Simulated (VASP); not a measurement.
# Al in VASP: single point with PBEsol

Aim: the single point of Al with PBEsol.

All numbers are computed with VASP 6.6.1; they aren't measurements. Logs are shortened: lines on timing, memory, paths and dates and some standing lists are left out, and cuts for length are marked.

## (1) The cell of the first run

The cell holds a slab with vacuum, 19 atoms: a = 5.728 Å, b = 8.591 Å, c = 15.677 Å, α = 90.00°, β = 90.00°, γ = 60.00°.

## (2) Single point, PBEsol

Contents of INCAR:

```
SYSTEM = Al
PREC = Accurate
ENCUT = 520
EDIFF = 1E-6
ISMEAR = -1
SIGMA = 0.15
LREAL = Auto
LASPH = .TRUE.
NELM = 100
ALGO = Normal
ISIF = 2
LWAVE = .FALSE.
LCHARG = .FALSE.
GGA = PS
NBANDS = 44
```

Contents of KPOINTS:

```
Automatic mesh
0
G
  3 2 1
  0 0 0
```

Contents of POSCAR:

```
Al
1.0
    5.7275650000      0.0000000000      0.0000000000
    4.2956740000      7.4403250000      0.0000000000
    0.0000000000      0.0000000000     15.6765370000
Al
19
Direct
    0.1666667000      0.1111111000      0.0637896000
    0.6666667000      0.1111111000      0.0637896000
    0.1666667000      0.4444444000      0.0637896000
    0.6666667000      0.4444444000      0.0637896000
    0.1666667000      0.7777778000      0.0637896000
    0.6666667000      0.7777778000      0.0637896000
   -0.1644793898      0.2219358733      0.2113269364
    0.3310452420      0.2237175118      0.2113519887
   -0.1672004250      0.5561280854      0.2118658051
    0.3344108391      0.5548546902      0.2121393947
   -0.1648705998      0.8876738798      0.2115189141
    0.3329974612      0.8893441880      0.2120181071
   -0.0147744675      0.0057276154      0.3571560176
    0.5082140092      0.0054472841      0.3565307887
    0.0021345234      0.3321313371      0.3620506252
    0.4983756336      0.3344807308      0.3602113466
    0.0015668383      0.6632387993      0.3636186579
    0.5102218160      0.6538515382      0.3596630376
    0.3316992925      0.8958834523      0.4874903296
```

Potentials or basis: VASP PAW PBE potentials, release 64 (Al).

Launch:

```
$ cat potpaw_PBE.64/Al/POTCAR > POTCAR
$ mpirun -np 1 vasp_std > vasp.out
```

OUTCAR:

```text
SYSTEM = Al
   PREC = Accurate
   ENCUT = 520
   EDIFF = 1E-6
   ISMEAR = -1
   LREAL = Auto
   LASPH = .TRUE.
   NELM = 100
   ISIF = 2
   GGA = PS

 ion  position               nearest neighbor table
   1  0.167  0.111  0.064-   7 2.84   8 2.84  12 2.85   5 2.86   3 2.86   6 2.86   4 2.86   2 2.86
                             2 2.86
   2  0.667  0.111  0.064-   7 2.85   8 2.85  11 2.85   6 2.86   4 2.86   5 2.86   3 2.86   1 2.86
                             1 2.86
   3  0.167  0.444  0.064-   8 2.84   9 2.85  10 2.85   1 2.86   2 2.86   4 2.86   4 2.86   6 2.86
                             5 2.86
   4  0.667  0.444  0.064-   7 2.84  10 2.85   9 2.85   2 2.86   1 2.86   3 2.86   3 2.86   5 2.86
                             6 2.86
   5  0.167  0.778  0.064-  11 2.84  12 2.85  10 2.86   1 2.86   2 2.86   6 2.86   6 2.86   4 2.86
                             3 2.86
   6  0.667  0.778  0.064-  11 2.85   9 2.85  12 2.85   2 2.86   1 2.86   5 2.86   5 2.86   3 2.86
                             4 2.86
   7  0.836  0.222  0.211-  13 2.80   1 2.84   4 2.84   8 2.85   2 2.85  12 2.85   9 2.86  10 2.87
                            16 2.87  11 2.87  15 2.88   8 2.88
   8  0.331  0.224  0.211-  14 2.80   3 2.84   1 2.84   7 2.85   2 2.85  10 2.85   9 2.85  16 2.86
                            12 2.87  15 2.87   7 2.88  11 2.89
   9  0.833  0.556  0.212-  18 2.82   6 2.85   4 2.85   3 2.85   8 2.85  11 2.86  10 2.86  12 2.86
[... 4 lines left out ...]
                            12 2.87   7 2.87   8 2.89  17 2.91
  12  0.333  0.889  0.212-   1 2.85  14 2.85   6 2.85   5 2.85   7 2.85  13 2.86  11 2.86   9 2.86
                             8 2.87  11 2.87  10 2.87  18 2.90
  13  0.985  0.006  0.357-  19 2.67  14 2.73   7 2.80  11 2.80  16 2.81  15 2.85  12 2.86  17 2.90
                            14 2.99  18 3.02
  14  0.508  0.005  0.357-  19 2.66  13 2.73  11 2.79   8 2.80  16 2.80  12 2.85  15 2.86  17 2.89
                            13 2.99  18 3.02
  15  0.002  0.332  0.362-  18 2.79  17 2.84  16 2.85  13 2.85  14 2.86   8 2.87  16 2.88   7 2.88
                             9 2.88
  16  0.498  0.334  0.360-  18 2.78  14 2.80  13 2.81  17 2.84  10 2.84  15 2.85   8 2.86   7 2.87
                            15 2.88
  17  0.002  0.663  0.364-  16 2.84  15 2.84  18 2.86  18 2.87   9 2.89  14 2.89  10 2.89  13 2.90
                            11 2.91
  18  0.510  0.654  0.360-  19 2.69  16 2.78  15 2.79   9 2.82  10 2.82  17 2.86  17 2.87  12 2.90
                            13 3.02  14 3.02
  19  0.332  0.896  0.487-  14 2.66  13 2.67  18 2.69

  LATTYP: Found a simple monoclinic cell.
 ALAT       =     5.7275650000
 B/A-ratio  =     2.7370334514
 C/A-ratio  =     1.3228756151
 COS(beta)  =    -0.1889822093

  Lattice vectors:

 A1 = (   5.7275650000,   0.0000000000,   0.0000000000)
 A2 = (   0.0000000000,   0.0000000000, -15.6765370000)
 A3 = (  -1.4318910000,   7.4403250000,   0.0000000000)

Analysis of symmetry for initial positions (statically):
=====================================================================
 Subroutine PRICEL returns:
 Original cell was already a primitive cell.

 Routine SETGRP: Setting up the symmetry group for a
 simple monoclinic supercell.

 Subroutine GETGRP returns: Found  1 space group operations
 (whereof  1 operations were pure point group operations)
 out of a pool of  4 trial point group operations.

The static configuration has the point symmetry C_1 .

Analysis of symmetry for dynamics (positions and initial velocities):
=====================================================================
 Subroutine PRICEL returns:
 Original cell was already a primitive cell.

 Routine SETGRP: Setting up the symmetry group for a
 simple monoclinic supercell.

 Subroutine GETGRP returns: Found  1 space group operations
 (whereof  1 operations were pure point group operations)
 out of a pool of  4 trial point group operations.

The dynamic configuration has the point symmetry C_1 .

 Subroutine INISYM returns: Found  1 space group operations
 (whereof  1 operations are pure point group operations),
 and found     1 'primitive' translations

----------------------------------------------------------------------------------------

                                     Primitive cell

  volume of cell :     668.0548

  direct lattice vectors                    reciprocal lattice vectors
[... 79 lines left out ...]
|                                                                             |
|     Your reciprocal lattice and k-lattice belong to different lattice       |
|     classes:                                                                |
|                                                                             |
|        The reciprocal lattice is simple monoclinic,                         |
|        whereas your k-lattice is hexagonal.                                 |
|                                                                             |
|     Results are often still useful ...                                      |
|                                                                             |
 -----------------------------------------------------------------------------

 Subroutine IBZKPT returns following result:
 ===========================================

 Found      4 irreducible k-points:

 Following reciprocal coordinates:
            Coordinates               Weight
  0.000000  0.000000  0.000000      1.000000
  0.333333  0.000000  0.000000      2.000000
  0.000000  0.500000  0.000000      1.000000
  0.333333  0.500000  0.000000      2.000000
   k-points           NKPTS =      4   k-points in BZ     NKDIM =      4   number of bands    NBANDS=     44
   number of dos      NEDOS =    301   number of ions     NIONS =     19
   total plane-waves  NPLWV = 368640
   dimension x,y,z NGX =    48 NGY =   64 NGZ =  120
   dimension x,y,z NGXF=    96 NGYF=  128 NGZF=  240
   ions per type =              19
   NGX,Y,Z   is equivalent  to a cutoff of  13.93, 12.38, 12.73 a.u.
   NGXF,Y,Z  is equivalent  to a cutoff of  27.86, 24.77, 25.45 a.u.
 SYSTEM =  Al
   PREC   = accura    normal or accurate (medium, high low for compatibility)
   ISTART =      0    job   : 0-new  1-cont  2-samecut
   ICHARG =      2    charge: 1-file 2-atom 10-const
   ISPIN  =      1    spin polarized calculation?
   LNONCOLLINEAR =      F non collinear calculations
   LSORBIT =      F    spin-orbit coupling
   LASPH  =      T    aspherical Exc in radial PAW
   ENCUT  =  520.0 eV  38.22 Ry    6.18 a.u.  10.65 15.97 29.15*2*pi/ulx,y,z
   NELM   =    100;   NELMIN=  2; NELMDL= -5     # of ELM steps
   EDIFF  = 0.1E-05   stopping-criterion for ELM
   LREAL  =      T    real-space projection
   EDIFFG = 0.1E-04   stopping-criterion for IOM
   NSW    =      0    number of steps for IOM
   IBRION =     -1    ionic relax: 0-MD 1-quasi-New 2-CG
   NFREE  =      0    steps in history (QN), initial steepest desc. (CG)
   ISIF   =      2    stress and relaxation
   ISYM   =      2    0-nonsym 1-usesym 2-fastsym
   POTIM  = 0.5000    time-step for ionic-motion
   TEBEG  =    0.0;   TEEND  =   0.0 temperature during run
   PSTRESS=    0.0 pullay stress
   NELECT =      57.0000    total number of electrons
   NUPDOWN=      -1.0000    fix difference up-down
   EMIN   =  10.00;   EMAX   =-10.00  energy-range for DOS
   EFERMI =   0.00;   METHOD = LEGACY
   ISMEAR =    -1;   SIGMA  =   0.15  broadening in eV -4-tet -1-fermi 0-gaus
   EFERMI_NEDOS =   21; number of points for ismear=-14 and -15
   IALGO  =     38    algorithm
   IMIX   =      4    mixing-type and parameters
     AMIX     =   0.40;   BMIX     =  1.00
     AMIX_MAG =   1.60;   BMIX_MAG =  1.00
  volume/ion in A,a.u.               =      35.16       237.28
  Fermi-wavevector in a.u.,A,eV,Ry     =   0.720713  1.361950  7.067239  0.519427
  Thomas-Fermi vector in A             =   1.810236
   LORBIT       =      0    0 simple, 1 ext, 2 COOP (PROOUT), +10 PAW based schemes
   GGA     = PS    functional components
   LHFCALC =     F    Hartree Fock is set to
   AEXX    =    0.0000 exact exchange contribution
   IVDW    =     0    specifies the selected vdW correction
   LEPSILON=     F    determine dielectric tensor
   LRPA    =     F    only Hartree local field effects (RPA)
 non-spin polarized calculation
  energy-cutoff  :      520.00
  volume of cell :      668.05
 maximum number of plane-waves:     17998
 NGX is ok and might be reduce to    42
   NGX = 21   NGY = 31   NGZ = 59

 number of electron      57.0000000 magnetization

 Free energy of the ion-electron system (eV)
  ---------------------------------------------------
  ext. energy  EPLUGINS =         0.00000000
  ---------------------------------------------------
  free energy    TOTEN  =       -72.70043439 eV

  energy without entropy =      -72.01734204  energy(sigma->0) =      -72.35888821

 E-fermi :   1.3946     XC(G=0):  -6.0295

 val. band max:        1.3773818343   @ k =   0.0000   0.0000   0.0000
 cond. band min:       1.4670096850   @ k =   0.3333   0.0000   0.0000
 fundamental gap:      0.0896278507
 Fermi energy:         1.3946259022

 k-point     1 :       0.0000    0.0000    0.0000
  band No.  band energies     occupation
      1      -8.9618      2.00000
      2      -7.2948      2.00000
      3      -6.3495      2.00000
      4      -6.2987      2.00000
      5      -5.0200      2.00000
      6      -4.6627      2.00000
[... 161 lines left out ...]
     39       3.8458      0.00000
     40       3.8777      0.00000
 [bands above 40 left out]

------------------------ aborting loop because EDIFF is reached ----------------------------------------

  FORCE on cell =-STRESS in cart. coord.  units (eV):
  Direction    XX          YY          ZZ          XY          YZ          ZX
  --------------------------------------------------------------------------------------
  -------------------------------------------------------------------------------------
  Total       -7.4538085     -8.0013847      0.1375074     -0.0898571     -0.0868862     -0.0113951
  in kB      -17.8762635    -19.1895004      0.3297803     -0.2155018     -0.2083768     -0.0273286
  external PRESSURE =     -12.2453278 kB  Pullay stress =       0.0000000 kB

 VOLUME and BASIS-vectors are now :
 -----------------------------------------------------------------------------
  energy-cutoff  :      520.00
  volume of cell :      668.05
      direct lattice vectors                 reciprocal lattice vectors
     5.727565000  0.000000000  0.000000000     0.174594265 -0.100802054  0.000000000
     4.295674000  7.440325000  0.000000000     0.000000000  0.134402731  0.000000000
     0.000000000  0.000000000 15.676537000     0.000000000  0.000000000  0.063789598

 POSITION                                       TOTAL-FORCE (eV/Angst)
 -----------------------------------------------------------------------------------
      1.43189      0.82670      1.00000         0.047124     -0.028549      0.003979
      4.29567      0.82670      1.00000        -0.042718     -0.027496     -0.009351
      2.86378      3.30681      1.00000         0.026722     -0.005102      0.009790
      5.72757      3.30681      1.00000        -0.031366      0.089737      0.013492
      4.29567      5.78692      1.00000         0.050483     -0.035065     -0.006397
      7.15946      5.78692      1.00000        -0.051961      0.013952     -0.011060
[... 11 lines left out ...]
      5.73106      4.86487      5.63827        -0.002106      0.015488     -0.007808
      5.74825      6.66566      7.64216        -0.007286     -0.038681      0.043852
 -----------------------------------------------------------------------------------
    total drift:                               -0.002421     -0.003218     -0.006275

  FREE ENERGIE OF THE ION-ELECTRON SYSTEM (eV)
  ---------------------------------------------------
  free  energy   TOTEN  =       -72.7004343859 eV

  energy  without entropy=      -72.0173420377  energy(sigma->0) =      -72.35888821
```

Wall time 2 min (1 thread of Intel Xeon 6975P-C (Granite Rapids), shared host); peak memory 0.67 GiB.

What came out:

- Free energy: -72.7004 eV
- Largest force: 0.096 eV/Å

Forces in eV/Å, atoms in the order of the input:
```
Al   0.047 -0.029  0.004
Al  -0.043 -0.027 -0.009
Al   0.027 -0.005  0.010
Al  -0.031  0.090  0.013
Al   0.050 -0.035 -0.006
Al  -0.052  0.014 -0.011
Al  -0.008  0.004 -0.011
Al   0.005 -0.001 -0.019
Al   0.001  0.006 -0.002
Al   0.001  0.006 -0.013
Al   0.001 -0.013 -0.013
Al   0.001 -0.011  0.000
Al   0.033  0.005 -0.002
Al  -0.021  0.008 -0.002
Al   0.003  0.001  0.007
Al  -0.009 -0.005  0.006
Al   0.004  0.015  0.014
Al  -0.002  0.015 -0.008
Al  -0.007 -0.039  0.044
```

Caveat: the k points lie up to 0.42 Å⁻¹ apart; the PAW data sets were made with another functional, which shifts forces and pressure a little.
